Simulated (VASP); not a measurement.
# ZrC (P6_3/mmc) in VASP: notebook

The runs below take ZrC through relaxation of cell and atoms, single point, with PBE, LDA.

Program: VASP 6.6.1. These are calculated values, not measurements. Logs are shortened: lines on timing, memory, paths and dates and some standing lists are left out, and cuts for length are marked.

## 1. The cell of the first run

It takes space group P6_3/mmc (No. 194, hexagonal). Conventional cell: a = 3.391 Å, b = 3.391 Å, c = 5.290 Å, α = 90.00°, β = 90.00°, γ = 120.00°. Zr (site symmetry -6m2) has 6 C at 2.36 Å within 3.1 Å. Within 3.1 Å of C (site symmetry -3m) lie 6 Zr at 2.36 Å and 2 C at 2.65 Å.

## 2. Relaxation of cell and atoms, PBE, target pressure 30 GPa, at which the enthalpy is minimised

INCAR reads:

```
SYSTEM = ZrC
PREC = Accurate
ENCUT = 600
EDIFF = 1E-6
ISMEAR = -1
SIGMA = 0.05
LREAL = .False.
LASPH = .True.
NELM = 60
ALGO = Normal
ISIF = 3
LWAVE = .False.
LCHARG = .False.
GGA = PE
IBRION = 2
NSW = 60
EDIFFG = -0.01
PSTRESS = 300.0
```

KPOINTS reads:

```
Automatic mesh
0
Gamma
  7 7 4
  0 0 0
```

POSCAR reads:

```
ZrC
1.0
    3.3914762718      0.0000000000      0.0000000000
   -1.6957381359      2.9371046077      0.0000000000
    0.0000000000      0.0000000000      5.2900530000
Zr C
2 2
Direct
    0.6666666667      0.3333333333      0.7500000000
    0.3333333333      0.6666666667      0.2500000000
    0.0000000000      0.0000000000      0.5000000000
    0.0000000000      0.0000000000      0.0000000000
```

Potentials or basis: VASP PAW PBE potentials, release 64 (Zr_sv, C).

Command:

```
cat potpaw_PBE.64/Zr_sv/POTCAR potpaw_PBE.64/C/POTCAR > POTCAR
mpirun -np 1 vasp_std > vasp.out
```

OUTCAR:

```text
SYSTEM = ZrC
   PREC = Accurate
   ENCUT = 600
   EDIFF = 1E-6
   ISMEAR = -1
   LREAL = .False.
   LASPH = .True.
   NELM = 60
   ISIF = 3
   GGA = PE
   IBRION = 2
   NSW = 60
   EDIFFG = -0.01
   PSTRESS = 300.0

 ion  position               nearest neighbor table
   1  0.667  0.333  0.750-   3 2.36   4 2.36   3 2.36   4 2.36   3 2.36   4 2.36   2 3.29   2 3.29
                             2 3.29   2 3.29   2 3.29   2 3.29
   2  0.333  0.667  0.250-   3 2.36   4 2.36   3 2.36   4 2.36   3 2.36   4 2.36   1 3.29   1 3.29
                             1 3.29   1 3.29   1 3.29   1 3.29
   3  0.000  0.000  0.500-   1 2.36   2 2.36   2 2.36   1 2.36   1 2.36   2 2.36
   4  0.000  0.000  0.000-   1 2.36   2 2.36   2 2.36   1 2.36   1 2.36   2 2.36

  LATTYP: Found a hexagonal cell.
 ALAT       =     3.3914762718
 C/A-ratio  =     1.5598083478

  Lattice vectors:

 A1 = (   3.3914762718,   0.0000000000,   0.0000000000)
 A2 = (  -1.6957381359,   2.9371046077,   0.0000000000)
 A3 = (   0.0000000000,   0.0000000000,   5.2900530000)

Analysis of symmetry for initial positions (statically):
=====================================================================
 Subroutine PRICEL returns:
 Original cell was already a primitive cell.

 Routine SETGRP: Setting up the symmetry group for a
 hexagonal supercell.

 Subroutine GETGRP returns: Found 24 space group operations
 (whereof 12 operations were pure point group operations)
 out of a pool of 24 trial point group operations.

The static configuration has the point symmetry D_3d.
 The point group associated with its full space group is D_6h.

Analysis of symmetry for dynamics (positions and initial velocities):
=====================================================================
 Subroutine PRICEL returns:
 Original cell was already a primitive cell.

 Routine SETGRP: Setting up the symmetry group for a
 hexagonal supercell.

 Subroutine GETGRP returns: Found 24 space group operations
 (whereof 12 operations were pure point group operations)
 out of a pool of 24 trial point group operations.

The dynamic configuration has the point symmetry D_3d.
 The point group associated with its full space group is D_6h.

 Subroutine INISYM returns: Found 24 space group operations
 (whereof 12 operations are pure point group operations),
 and found     1 'primitive' translations

----------------------------------------------------------------------------------------

                                     Primitive cell

  volume of cell :      52.6949

  direct lattice vectors                    reciprocal lattice vectors
     3.391476272  0.000000000  0.000000000     0.294856847  0.170235680  0.000000000
[... 83 lines left out ...]
   ISPIN  =      1    spin polarized calculation?
   LNONCOLLINEAR =      F non collinear calculations
   LSORBIT =      F    spin-orbit coupling
   LASPH  =      T    aspherical Exc in radial PAW
   ENCUT  =  600.0 eV  44.10 Ry    6.64 a.u.   6.77  6.77 10.57*2*pi/ulx,y,z
   NELM   =     60;   NELMIN=  2; NELMDL= -5     # of ELM steps
   EDIFF  = 0.1E-05   stopping-criterion for ELM
   LREAL  =      F    real-space projection
   EDIFFG = -.1E-01   stopping-criterion for IOM
   NSW    =     60    number of steps for IOM
   IBRION =      2    ionic relax: 0-MD 1-quasi-New 2-CG
   NFREE  =      1    steps in history (QN), initial steepest desc. (CG)
   ISIF   =      3    stress and relaxation
   ISYM   =      2    0-nonsym 1-usesym 2-fastsym
   POTIM  = 0.5000    time-step for ionic-motion
   TEBEG  =    0.0;   TEEND  =   0.0 temperature during run
   PSTRESS=  300.0 pullay stress
   NELECT =      32.0000    total number of electrons
   NUPDOWN=      -1.0000    fix difference up-down
   EMIN   =  10.00;   EMAX   =-10.00  energy-range for DOS
   EFERMI =   0.00;   METHOD = LEGACY
   ISMEAR =    -1;   SIGMA  =   0.05  broadening in eV -4-tet -1-fermi 0-gaus
   EFERMI_NEDOS =   21; number of points for ismear=-14 and -15
   IALGO  =     38    algorithm
   IMIX   =      4    mixing-type and parameters
     AMIX     =   0.40;   BMIX     =  1.00
     AMIX_MAG =   1.60;   BMIX_MAG =  1.00
  volume/ion in A,a.u.               =      13.17        88.90
  Fermi-wavevector in a.u.,A,eV,Ry     =   1.386337  2.619797 26.149441  1.921930
  Thomas-Fermi vector in A             =   2.510662
   LORBIT       =      0    0 simple, 1 ext, 2 COOP (PROOUT), +10 PAW based schemes
   GGA     = PE    functional components
   LHFCALC =     F    Hartree Fock is set to
   AEXX    =    0.0000 exact exchange contribution
   IVDW    =     0    specifies the selected vdW correction
   LEPSILON=     F    determine dielectric tensor
   LRPA    =     F    only Hartree local field effects (RPA)
 conjugate gradient relaxation of ions
 non-spin polarized calculation
  energy-cutoff  :      600.00
  volume of cell :       52.69
 maximum number of plane-waves:      1773
 NGX is ok and might be reduce to    28
   NGX = 13   NGY = 13   NGZ = 21

--------------------------------------- Ionic step        1  -------------------------------------------

 number of electron      32.0000001 magnetization

 Free energy of the ion-electron system (eV)
  ---------------------------------------------------
  ext. energy  EPLUGINS =         0.00000000
  ---------------------------------------------------
  free energy    TOTEN  =       -38.25222971 eV

  energy without entropy =      -38.24870529  energy(sigma->0) =      -38.25046750

 E-fermi :   9.7537     XC(G=0): -12.0628

 val. band max:        9.6056153620   @ k =   0.1429   0.1429   0.2500
 cond. band min:       9.8180188885   @ k =   0.1429  -0.0000   0.0000
 fundamental gap:      0.2124035265
 Fermi energy:         9.7537002015

 k-point     1 :       0.0000    0.0000    0.0000
  band No.  band energies     occupation
      1     -38.6185      2.00000
      2     -38.5058      2.00000
      3     -17.1595      2.00000
      4     -16.4724      2.00000
      5     -16.4724      2.00000
      6     -16.3750      2.00000
[... 656 lines left out ...]
  energy  without entropy=      -37.9037234622  energy(sigma->0) =      -37.90508069

  enthalpy is  TOTEN    =       -29.0337623188 eV   P V=        8.8726755998

[... ionic steps 4 to 7 ...]

--------------------------------------- Ionic step        8  -------------------------------------------

 number of electron      32.0000000 magnetization

------------------------ aborting loop because EDIFF is reached ----------------------------------------
[... 75 lines left out ...]
--------------------------------------- Ionic step       10  -------------------------------------------

 number of electron      32.0000000 magnetization

 Free energy of the ion-electron system (eV)
  ---------------------------------------------------
  ext. energy  EPLUGINS =         0.00000000
  ---------------------------------------------------
  free energy    TOTEN  =       -37.80178213 eV

  energy without entropy =      -37.79917108  energy(sigma->0) =      -37.80047661

 E-fermi :  11.0835     XC(G=0): -12.6595

 val. band max:       10.9068101970   @ k =   0.1429   0.1429   0.2500
 cond. band min:      11.1461581306   @ k =   0.1429  -0.0000   0.0000
 fundamental gap:      0.2393479336
 Fermi energy:        11.0835290986

 k-point     1 :       0.0000    0.0000    0.0000
  band No.  band energies     occupation
      1     -36.7791      2.00000
      2     -36.5978      2.00000
      3     -15.6338      2.00000
      4     -14.5641      2.00000
      5     -14.5641      2.00000
      6     -14.4386      2.00000
[... 576 lines left out ...]
  energy  without entropy=      -37.7991710845  energy(sigma->0) =      -37.80047661

  enthalpy is  TOTEN    =       -29.0457338465 eV   P V=        8.7560482837

 reached required accuracy - stopping structural energy minimisation
```

OSZICAR:

```text
N       E                     dE             d eps       ncg     rms          rms(c)
DAV:   1     0.293400854798E+03    0.29340E+03   -0.18897E+04   960   0.180E+03
DAV:   2    -0.162634854040E+02   -0.30966E+03   -0.29770E+03  1076   0.454E+02
[... 96 lines left out ...]
       N       E                     dE             d eps       ncg     rms          rms(c)
DAV:   1    -0.378026830631E+02   -0.15843E-01   -0.69528E-02   964   0.250E+00    0.354E-01
DAV:   2    -0.378020385358E+02    0.64453E-03   -0.25184E-03  1132   0.458E-01    0.135E-01
DAV:   3    -0.378017758024E+02    0.26273E-03   -0.83970E-04  1424   0.252E-01    0.578E-02
DAV:   4    -0.378017831444E+02   -0.73420E-05   -0.71038E-05  1288   0.579E-02    0.208E-02
DAV:   5    -0.378017829502E+02    0.19419E-06   -0.27440E-05  1720   0.383E-02    0.148E-02
DAV:   6    -0.378017821302E+02    0.82001E-06   -0.19553E-06   804   0.122E-02
  10 F= -.29045734E+02 E0= -.29044428E+02  d E =-.952217E-03
```

CONTCAR:

```text
ZrC
   1.00000000000000
     3.2417440067809897    0.0000000000000000   -0.0000000000000000
    -1.6208720033904949    2.8074326624249499   -0.0000000000000000
     0.0000000000000000    0.0000000000000000    5.1381811377823574
  Zr              C
     2     2
Direct
     0.6666666667000030    0.3333333332999970    0.7500000000000000
     0.3333333332999970    0.6666666667000030    0.2500000000000000
     0.0000000000000000    0.0000000000000000    0.5000000000000000
     0.0000000000000000    0.0000000000000000    0.0000000000000000

  0.00000000E+00  0.00000000E+00  0.00000000E+00
  0.00000000E+00  0.00000000E+00  0.00000000E+00
  0.00000000E+00  0.00000000E+00  0.00000000E+00
  0.00000000E+00  0.00000000E+00  0.00000000E+00
```

Wall time 2.7 min (1 thread of Intel Xeon Platinum 8488C (Sapphire Rapids), shared host); peak memory 0.2 GiB.

What came out:

| Quantity | Value |
| --- | --- |
| Free energy | -37.8018 eV |
| Relaxed volume | 11.69 Å³/atom |
| Relaxed cell | a = 3.242 Å, b = 3.242 Å, c = 5.138 Å, α = 90.00°, β = 90.00°, γ = 120.00° |
| Space group after relaxing (to 0.05 Å) | P6_3/mmc (No. 194) |
| Energy change on relaxing (the enthalpy is what falls) | +112.6 meV/atom |
| Ionic steps | 10 |
| Pressure after relaxing | 30.0 GPa |
| Band gap on the k mesh | zero (band 16 reaches 12.06 eV, above the bottom of band 17 at 10.91 eV) |

The path:
| step | energy change (eV) | largest force (eV/Å) | pressure (GPa) | volume (Å³) |
| --- | --- | --- | --- | --- |
| 1 | 0.0000 | 0.0000 | -2.15 | 52.69 |
| 2 | 7.4444 | 0.0000 | 192.63 | 34.99 |
| 3 | 0.3458 | 0.0000 | 25.62 | 47.39 |
| 4 | 0.4289 | 0.0000 | 29.03 | 46.90 |
| 5 | 0.4558 | 0.0000 | 30.06 | 46.75 |
| 6 | 0.4775 | 0.0000 | 30.88 | 46.64 |
| 7 | 0.4056 | 0.0000 | 28.24 | 47.01 |
| 8 | 0.4274 | 0.0000 | 29.07 | 46.89 |
| 9 | 0.4654 | 0.0000 | 30.55 | 46.68 |
| 10 | 0.4504 | 0.0000 | 29.99 | 46.76 |

Final structure:
```cif
data_structure
_symmetry_space_group_name_H-M 'P 1'
_symmetry_Int_Tables_number 1
_cell_length_a 3.2417
_cell_length_b 3.2417
_cell_length_c 5.1382
_cell_angle_alpha 90.000
_cell_angle_beta 90.000
_cell_angle_gamma 120.000
_cell_volume 46.76
loop_
_atom_site_label
_atom_site_type_symbol
_atom_site_fract_x
_atom_site_fract_y
_atom_site_fract_z
_atom_site_occupancy
Zr1 Zr 0.66667 0.33333 0.75000 1
Zr2 Zr 0.33333 0.66667 0.25000 1
C1 C 0.00000 0.00000 0.50000 1
C2 C 0.00000 0.00000 0.00000 1
```

Levels at points of the mesh, in eV from the Fermi level:
| k point | band 12 | band 13 | band 14 | band 15 | band 16 | band 17 | band 18 | band 19 | band 20 |
| --- | --- | --- | --- | --- | --- | --- | --- | --- | --- |
| (0.00, 0.00, 0.00) | -2.97 | -2.97 | -1.15 | -1.15 | 0.98 | 1.42 | 1.42 | 2.00 | 2.00 |
| (0.00, 0.00, 0.50) | -2.88 | -2.58 | -2.58 | -2.58 | -2.58 | 3.92 | 3.92 | 3.92 | 3.92 |

Caveat: the cell is relaxed towards a set pressure, so the enthalpy falls and the energy may rise.

(Part 1 of 2 ends here.)
